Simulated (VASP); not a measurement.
# Cu3N (Pm-3m) in VASP: further runs

The runs below take Cu3N through single point, with PBE.

Everything below comes from runs of VASP 6.6.1. Logs are shortened: lines on timing, memory, paths and dates and some standing lists are left out, and cuts for length are marked.

## 1. The cell of the first run

It takes space group Pm-3m (No. 221, cubic). The conventional cell has a = 3.807 Å, b = 3.807 Å, c = 3.807 Å, α = 90.00°, β = 90.00°, γ = 90.00°. Cu (site symmetry 4/mmm) has 2 N at 1.90 Å within 2.5 Å. N (site symmetry m-3m) has 6 Cu at 1.90 Å within 2.5 Å.

## 2. Single point, PBE

Input file INCAR:

```
SYSTEM = Cu3N
PREC = Accurate
ENCUT = 600
EDIFF = 1E-6
ISMEAR = 0
SIGMA = 0.01
LREAL = .FALSE.
LASPH = .TRUE.
NELM = 120
ALGO = Normal
ISIF = 2
LWAVE = .FALSE.
LCHARG = .FALSE.
GGA = PE
NBANDS = 27
GGA_COMPAT = .FALSE.
```

Input file KPOINTS:

```
regular mesh
0
G
  5 5 5
  0 0 0
```

Input file POSCAR:

```
Cu3N
1.0
    3.8070000000      0.0000000000      0.0000000000
    0.0000000000      3.8070000000      0.0000000000
    0.0000000000      0.0000000000      3.8070000000
Cu N
3 1
Direct
    0.5000000000      0.0000000000      0.0000000000
    0.0000000000      0.5000000000      0.0000000000
    0.0000000000      0.0000000000      0.5000000000
    0.0000000000      0.0000000000      0.0000000000
```

Potentials or basis: VASP PAW PBE potentials, release 64 (Cu, N).

Command:

```bash
$ cat potpaw_PBE.64/Cu/POTCAR potpaw_PBE.64/N/POTCAR > POTCAR
$ mpirun -np 1 vasp_std > vasp.out
```

OUTCAR:

```text
SYSTEM = Cu3N
   PREC = Accurate
   ENCUT = 600
   EDIFF = 1E-6
   ISMEAR = 0
   LREAL = .FALSE.
   LASPH = .TRUE.
   NELM = 120
   ISIF = 2
   GGA = PE

 ion  position               nearest neighbor table
   1  0.500  0.000  0.000-   4 1.90   4 1.90   2 2.69   3 2.69   2 2.69   2 2.69   3 2.69   3 2.69
                             3 2.69   2 2.69
   2  0.000  0.500  0.000-   4 1.90   4 1.90   1 2.69   3 2.69   1 2.69   3 2.69   3 2.69   3 2.69
                             1 2.69   1 2.69
   3  0.000  0.000  0.500-   4 1.90   4 1.90   1 2.69   1 2.69   2 2.69   2 2.69   2 2.69   2 2.69
                             1 2.69   1 2.69
   4  0.000  0.000  0.000-   1 1.90   2 1.90   3 1.90   3 1.90   2 1.90   1 1.90

  LATTYP: Found a simple cubic cell.
 ALAT       =     3.8070000000

  Lattice vectors:

 A1 = (   3.8070000000,   0.0000000000,   0.0000000000)
 A2 = (   0.0000000000,   3.8070000000,   0.0000000000)
 A3 = (   0.0000000000,   0.0000000000,   3.8070000000)

Analysis of symmetry for initial positions (statically):
=====================================================================
 Subroutine PRICEL returns:
 Original cell was already a primitive cell.

 Routine SETGRP: Setting up the symmetry group for a
 simple cubic supercell.

 Subroutine GETGRP returns: Found 48 space group operations
 (whereof 48 operations were pure point group operations)
 out of a pool of 48 trial point group operations.

The static configuration has the point symmetry O_h .

Analysis of symmetry for dynamics (positions and initial velocities):
=====================================================================
 Subroutine PRICEL returns:
 Original cell was already a primitive cell.

 Routine SETGRP: Setting up the symmetry group for a
 simple cubic supercell.

 Subroutine GETGRP returns: Found 48 space group operations
 (whereof 48 operations were pure point group operations)
 out of a pool of 48 trial point group operations.

The dynamic configuration has the point symmetry O_h .

 Subroutine INISYM returns: Found 48 space group operations
 (whereof 48 operations are pure point group operations),
 and found     1 'primitive' translations

----------------------------------------------------------------------------------------

                                     Primitive cell

  volume of cell :      55.1758

  direct lattice vectors                    reciprocal lattice vectors
     3.807000000  0.000000000  0.000000000     0.262674022  0.000000000  0.000000000
     0.000000000  3.807000000  0.000000000     0.000000000  0.262674022  0.000000000
     0.000000000  0.000000000  3.807000000     0.000000000  0.000000000  0.262674022

  length of vectors
     3.807000000  3.807000000  3.807000000     0.262674022  0.262674022  0.262674022

  position of ions in fractional coordinates (direct lattice)
     0.500000000  0.000000000  0.000000000
     0.000000000  0.500000000  0.000000000
     0.000000000  0.000000000  0.500000000
     0.000000000  0.000000000  0.000000000

  ion indices of the primitive-cell ions
   primitive index   ion index
                 1           1
                 2           2
                 3           3
                 4           4

----------------------------------------------------------------------------------------

 KPOINTS: regular mesh

Automatic generation of k-mesh.
 Grid dimensions read from file:
 generate k-points for:    5    5    5

 Generating k-lattice:

  Cartesian coordinates                     Fractional coordinates (reciprocal lattice)
     0.052534804  0.000000000  0.000000000     0.200000000  0.000000000  0.000000000
     0.000000000  0.052534804  0.000000000     0.000000000  0.200000000  0.000000000
     0.000000000  0.000000000  0.052534804     0.000000000  0.000000000  0.200000000

  Length of vectors
     0.052534804  0.052534804  0.052534804

  Shift w.r.t. Gamma in fractional coordinates (k-lattice)
     0.000000000  0.000000000  0.000000000

 Subroutine IBZKPT returns following result:
 ===========================================

 Found     10 irreducible k-points:

 Following reciprocal coordinates:
            Coordinates               Weight
  0.000000  0.000000  0.000000      1.000000
  0.200000  0.000000  0.000000      6.000000
  0.400000  0.000000  0.000000      6.000000
  0.200000  0.200000  0.000000     12.000000
  0.400000  0.200000  0.000000     24.000000
  0.400000  0.400000  0.000000     12.000000
  0.200000  0.200000  0.200000      8.000000
  0.400000  0.200000  0.200000     24.000000
  0.400000  0.400000  0.200000     24.000000
  0.400000  0.400000  0.400000      8.000000
   k-points           NKPTS =     10   k-points in BZ     NKDIM =     10   number of bands    NBANDS=     27
   number of dos      NEDOS =    301   number of ions     NIONS =      4
   total plane-waves  NPLWV =  27000
   dimension x,y,z NGX =    30 NGY =   30 NGZ =   30
   dimension x,y,z NGXF=    60 NGYF=   60 NGZF=   60
   ions per type =               3   1
   NGX,Y,Z   is equivalent  to a cutoff of  13.10, 13.10, 13.10 a.u.
   NGXF,Y,Z  is equivalent  to a cutoff of  26.20, 26.20, 26.20 a.u.
 SYSTEM =  Cu3N
   PREC   = accura    normal or accurate (medium, high low for compatibility)
   ISTART =      0    job   : 0-new  1-cont  2-samecut
   ICHARG =      2    charge: 1-file 2-atom 10-const
   ISPIN  =      1    spin polarized calculation?
   LNONCOLLINEAR =      F non collinear calculations
   LSORBIT =      F    spin-orbit coupling
   LASPH  =      T    aspherical Exc in radial PAW
   ENCUT  =  600.0 eV  44.10 Ry    6.64 a.u.   7.60  7.60  7.60*2*pi/ulx,y,z
   NELM   =    120;   NELMIN=  2; NELMDL= -5     # of ELM steps
   EDIFF  = 0.1E-05   stopping-criterion for ELM
   LREAL  =      F    real-space projection
   EDIFFG = 0.1E-04   stopping-criterion for IOM
   NSW    =      0    number of steps for IOM
   IBRION =     -1    ionic relax: 0-MD 1-quasi-New 2-CG
   NFREE  =      0    steps in history (QN), initial steepest desc. (CG)
   ISIF   =      2    stress and relaxation
   ISYM   =      2    0-nonsym 1-usesym 2-fastsym
   POTIM  = 0.5000    time-step for ionic-motion
   TEBEG  =    0.0;   TEEND  =   0.0 temperature during run
   PSTRESS=    0.0 pullay stress
   NELECT =      38.0000    total number of electrons
   NUPDOWN=      -1.0000    fix difference up-down
   EMIN   =  10.00;   EMAX   =-10.00  energy-range for DOS
   EFERMI =   0.00;   METHOD = LEGACY
   ISMEAR =     0;   SIGMA  =   0.01  broadening in eV -4-tet -1-fermi 0-gaus
   EFERMI_NEDOS =   21; number of points for ismear=-14 and -15
   IALGO  =     38    algorithm
   IMIX   =      4    mixing-type and parameters
     AMIX     =   0.40;   BMIX     =  1.00
     AMIX_MAG =   1.60;   BMIX_MAG =  1.00
  volume/ion in A,a.u.               =      13.79        93.09
  Fermi-wavevector in a.u.,A,eV,Ry     =   1.445728  2.732029 28.437924  2.090128
  Thomas-Fermi vector in A             =   2.563877
   LORBIT       =      0    0 simple, 1 ext, 2 COOP (PROOUT), +10 PAW based schemes
   GGA     = PE    functional components
   LHFCALC =     F    Hartree Fock is set to
   AEXX    =    0.0000 exact exchange contribution
   IVDW    =     0    specifies the selected vdW correction
   LEPSILON=     F    determine dielectric tensor
   LRPA    =     F    only Hartree local field effects (RPA)
 non-spin polarized calculation
 Gauss-broadening in eV      SIGMA  =   0.01
  energy-cutoff  :      600.00
  volume of cell :       55.18
 maximum number of plane-waves:      1861
   NGX = 15   NGY = 15   NGZ = 15

 number of electron      37.9999955 magnetization

 Free energy of the ion-electron system (eV)
  ---------------------------------------------------
  ext. energy  EPLUGINS =         0.00000000
  ---------------------------------------------------
  free energy    TOTEN  =       -18.39888393 eV

  energy without entropy =      -18.39888393  energy(sigma->0) =      -18.39888393

 E-fermi :   4.6512     XC(G=0): -10.8219

 val. band max:        4.6029927248   @ k =   0.4000   0.4000   0.4000
 cond. band min:       5.9765939688   @ k =   0.0000   0.0000   0.0000
 fundamental gap:      1.3736012440
 Fermi energy:         4.6511755469

 k-point     1 :       0.0000    0.0000    0.0000
  band No.  band energies     occupation
      1     -11.9085      2.00000
      2      -0.2985      2.00000
      3       0.1717      2.00000
      4       0.1717      2.00000
      5       0.1717      2.00000
      6       1.0801      2.00000
[... 19 lines left out ...]
     26      17.2576      0.00000
     27      17.2580      0.00000

 k-point     2 :       0.2000    0.0000    0.0000
  band No.  band energies     occupation
      1     -11.7716      2.00000
      2      -1.1179      2.00000
      3      -0.1655      2.00000
      4      -0.1655      2.00000
      5       0.1442      2.00000
      6       1.1188      2.00000
[... 19 lines left out ...]
     26      15.4172      0.00000
     27      15.8933      0.00000

 k-point     3 :       0.4000    0.0000    0.0000
  band No.  band energies     occupation
      1     -11.5299      2.00000
      2      -2.3572      2.00000
      3      -0.5015      2.00000
      4      -0.5015      2.00000
      5       0.8352      2.00000
      6       1.1865      2.00000
[... 19 lines left out ...]
     26      14.4695      0.00000
     27      14.4695      0.00000

 k-point     4 :       0.2000    0.2000    0.0000
  band No.  band energies     occupation
      1     -11.6340      2.00000
      2      -1.2378      2.00000
      3      -1.1791      2.00000
      4      -0.4154      2.00000
      5       0.4468      2.00000
      6       1.3016      2.00000
[... 19 lines left out ...]
     26      14.7965      0.00000
     27      15.1528      0.00000

 k-point     5 :       0.4000    0.2000    0.0000
  band No.  band energies     occupation
      1     -11.3905      2.00000
      2      -2.3998      2.00000
      3      -1.3610      2.00000
      4      -0.7033      2.00000
      5       1.0832      2.00000
      6       1.4382      2.00000
[... 19 lines left out ...]
     26      14.0705      0.00000
     27      15.7099      0.00000

 k-point     6 :       0.4000    0.4000    0.0000
  band No.  band energies     occupation
      1     -11.1434      2.00000
      2      -2.4720      2.00000
      3      -2.4666      2.00000
      4      -0.9542      2.00000
      5       1.5762      2.00000
      6       1.7947      2.00000
[... 19 lines left out ...]
     26      15.4369      0.00000
     27      17.1095      0.00000

 k-point     7 :       0.2000    0.2000    0.2000
  band No.  band energies     occupation
      1     -11.4954      2.00000
      2      -1.3230      2.00000
      3      -1.3146      2.00000
      4      -1.3146      2.00000
      5       0.7075      2.00000
      6       1.5041      2.00000
[... 19 lines left out ...]
     26      15.5422      0.00000
     27      15.5422      0.00000

 k-point     8 :       0.4000    0.2000    0.2000
  band No.  band energies     occupation
      1     -11.2499      2.00000
      2      -2.4514      2.00000
      3      -1.5007      2.00000
      4      -1.4538      2.00000
      5       1.2914      2.00000
      6       1.5840      2.00000
[... 19 lines left out ...]
     26      15.9681      0.00000
     27      16.4936      0.00000

 k-point     9 :       0.4000    0.4000    0.2000
  band No.  band energies     occupation
      1     -11.0000      2.00000
      2      -2.5380      2.00000
      3      -2.5273      2.00000
      4      -1.6411      2.00000
      5       1.5799      2.00000
      6       1.7383      2.00000
[... 19 lines left out ...]
     26      14.0662      0.00000
     27      17.8305      0.00000

 k-point    10 :       0.4000    0.4000    0.4000
  band No.  band energies     occupation
      1     -10.7442      2.00000
      2      -2.6384      2.00000
      3      -2.6384      2.00000
      4      -2.6096      2.00000
      5       1.4186      2.00000
      6       1.8776      2.00000
[... 19 lines left out ...]
     26      12.7308      0.00000
     27      17.0280      0.00000

------------------------ aborting loop because EDIFF is reached ----------------------------------------

  FORCE on cell =-STRESS in cart. coord.  units (eV):
  Direction    XX          YY          ZZ          XY          YZ          ZX
  --------------------------------------------------------------------------------------
  -------------------------------------------------------------------------------------
  Total        0.8666819      0.8666819      0.8666819      0.0000000     -0.0000000      0.0000000
  in kB       25.1664352     25.1664352     25.1664352      0.0000000     -0.0000000      0.0000000
  external PRESSURE =      25.1664352 kB  Pullay stress =       0.0000000 kB

 VOLUME and BASIS-vectors are now :
 -----------------------------------------------------------------------------
  energy-cutoff  :      600.00
  volume of cell :       55.18
      direct lattice vectors                 reciprocal lattice vectors
     3.807000000  0.000000000  0.000000000     0.262674022  0.000000000  0.000000000
     0.000000000  3.807000000  0.000000000     0.000000000  0.262674022  0.000000000
     0.000000000  0.000000000  3.807000000     0.000000000  0.000000000  0.262674022

 POSITION                                       TOTAL-FORCE (eV/Angst)
 -----------------------------------------------------------------------------------
      1.90350      0.00000      0.00000         0.000000      0.000000      0.000000
      0.00000      1.90350      0.00000         0.000000      0.000000      0.000000
      0.00000      0.00000      1.90350         0.000000      0.000000      0.000000
      0.00000      0.00000      0.00000         0.000000      0.000000      0.000000
 -----------------------------------------------------------------------------------
    total drift:                                0.000000      0.000000      0.000000

  FREE ENERGIE OF THE ION-ELECTRON SYSTEM (eV)
  ---------------------------------------------------
  free  energy   TOTEN  =       -18.3988839290 eV

  energy  without entropy=      -18.3988839290  energy(sigma->0) =      -18.39888393
```

Run time: 16 s. Hardware: 1 thread of Intel Xeon Platinum 8488C (Sapphire Rapids), shared host; peak memory 0.17 GiB.

Results:

| Property | Result |
| --- | --- |
| Free energy | -18.3989 eV |
| Pressure | 2.5 GPa |
| Band gap on the k mesh | 1.37 eV, indirect (least direct gap 1.80 eV) |

Levels at points of the mesh, in eV from the valence-band top:
```csv
k point,band 16,band 17,band 18,band 19,band 20,band 21,band 22,band 23
"(0.00, 0.00, 0.00)",-1.47,-1.47,-1.47,-1.43,1.37,5.68,5.68,6.99
```

## 3. Single point, PBE

This run uses another cell than the first one, of 14.35 Å³/atom, 1.040 times its volume.

Input file INCAR:

```
SYSTEM = Cu3N
PREC = Accurate ; ENCUT = 600
EDIFF = 1E-6 ; ISMEAR = 0
SIGMA = 0.01 ; LREAL = .False.
LASPH = .True. ; NELM = 120
ALGO = Normal ; ISIF = 2
LWAVE = .False. ; LCHARG = .False.
GGA = PE ; NBANDS = 27
GGA_COMPAT = .False.
```

Input file KPOINTS:

```
regular mesh
0
Gamma
  5 5 5
  0 0 0
```

Input file POSCAR:

```
Cu3N
1.0
    3.8570978503      0.0000000000      0.0000000000
    0.0000000000      3.8570978503      0.0000000000
    0.0000000000      0.0000000000      3.8570978503
Cu N
3 1
Direct
    0.5000000000      0.0000000000      0.0000000000
    0.0000000000      0.5000000000      0.0000000000
    0.0000000000      0.0000000000      0.5000000000
    0.0000000000      0.0000000000      0.0000000000
```

Potentials or basis: VASP PAW PBE potentials, release 64 (Cu, N).

Command:

```bash
$ cat potpaw_PBE.64/Cu/POTCAR potpaw_PBE.64/N/POTCAR > POTCAR
$ mpirun -np 1 vasp_std > vasp.out
```

Wall time 14 s (1 thread of Intel Xeon Platinum 8488C (Sapphire Rapids), shared host); peak memory 0.17 GiB.

Results (log left out):

```yaml
Free_energy: -18.3998 eV
Pressure: -2.0 GPa
Band_gap_on_the_k_mesh: 1.23 eV, indirect (least direct gap 1.84 eV)
```

Levels at points of the mesh, in eV from the valence-band top:
```
           k point  band 15  band 16  band 17  band 18  band 19  band 20  band 21  band 22  band 23  band 24
(0.00, 0.00, 0.00)    -1.90    -1.41    -1.41    -1.41    -1.37     1.23     5.49     5.49     6.90     6.90
```

A k mesh can miss the band edges. PBE gaps usually lie below the measured ones, often by a third to a half.
